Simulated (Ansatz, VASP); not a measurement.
Zr2VSe3 in VASP and in Ansatz

INCAR

```
PREC = Accurate
ENCUT = 520
EDIFF = 1E-7
ISMEAR = 0
SIGMA = 0.1
LREAL = F
LASPH = T
NELM = 150
ALGO = Normal
ISIF = 2
LWAVE = F
LCHARG = F
ISPIN = 2
MAGMOM = 0 0 2 0 0 0
LORBIT = 11
LMAXMIX = 4
GGA = PE
NBANDS = 40
```

File KPOINTS:

```
regular mesh
0
Gamma
  4 4 2
```

File POSCAR:

```
Zr2VSe3
1.0
    4.1316936000      0.0000000000      0.0000000000
    0.0000000000      4.1316936000      0.0000000000
    0.0000000000      0.0000000000      8.7208867200
Zr V Se
2 1 3
Direct
    0.0000000000      0.0000000000      0.5000000000
    0.5000000000      0.5000000000      0.0000000000
    0.0000000000      0.0000000000      0.0000000000
    0.0000000000      0.0000000000      0.7240587500
    0.0000000000      0.0000000000      0.2759412500
    0.5000000000      0.5000000000      0.5000000000
```

Input for Ansatz:

```yaml
crystal:
  lattice:
    - [4.1316936, 0.0, 0.0]
    - [0.0, 4.1316936, 0.0]
    - [0.0, 0.0, 8.72088672]
  atoms:
    - { symbol: Zr, position: [0.0, 0.0, 0.5] }
    - { symbol: Zr, position: [0.5, 0.5, 0.0] }
    - { symbol: V, position: [0.0, 0.0, 0.0], spin: 2.0 }
    - { symbol: Se, position: [0.0, 0.0, 0.72405875] }
    - { symbol: Se, position: [0.0, 0.0, 0.27594125] }
    - { symbol: Se, position: [0.5, 0.5, 0.5] }
basis:
  ecutwfc: 420
kpoints:
  mp_grid: { grid: [4, 4, 2] }
hamiltonian:
  xc: pbe
scf:
  occupations: { method: gaussian, width: 0.1 }
  lower_state_search: "off"
output:
  forces: true
  stress: true
  eigenvalues: true
  populations: true
magnetization:
  spin_polarized: true
```

Alike in both runs: task single point; functional PBE; k mesh 4 × 4 × 2; occupations gaussian, width 0.1 eV; collinear spin.

```csv
,VASP,Ansatz
version,VASP 6.6.1,Ansatz 0.2.0
potentials or method,"VASP PAW PBE potentials, release 64 (Zr_sv, V_sv, Se), cutoff 520 eV","scalar-relativistic, plane waves, PAW"
valence electrons in the cell,55,85
```

```csv
,VASP,Ansatz,Ansatz less VASP
gap on the k mesh at the Fermi level (eV),none,none,-
pressure (GPa),21.8,22.0,+0.19
"traceless stress, the component that is largest in VASP (GPa)",59.17,58.87,-0.300
rms of the force components (eV/Å),6.750,6.712,-0.0381
net moment per atom (μB),0.00,0.14,+0.138
size of the moment on the site where the two differ most (μB),0.01,0.76,+0.756
```

The net moments are unlike, so the other rows may belong to different states. Site moments also hang on the region over which each program counts them. Atom by atom the forces differ by 0.038 eV/Å (rms over components). A gap of «none» marks a metal or a gap that the smearing closes. VASP's potentials hold 55 valence electrons a cell and Ansatz's 85, so a difference there can come from the potentials and not from the codes.

The k mesh is coarse, so the values compare programs but aren't converged.
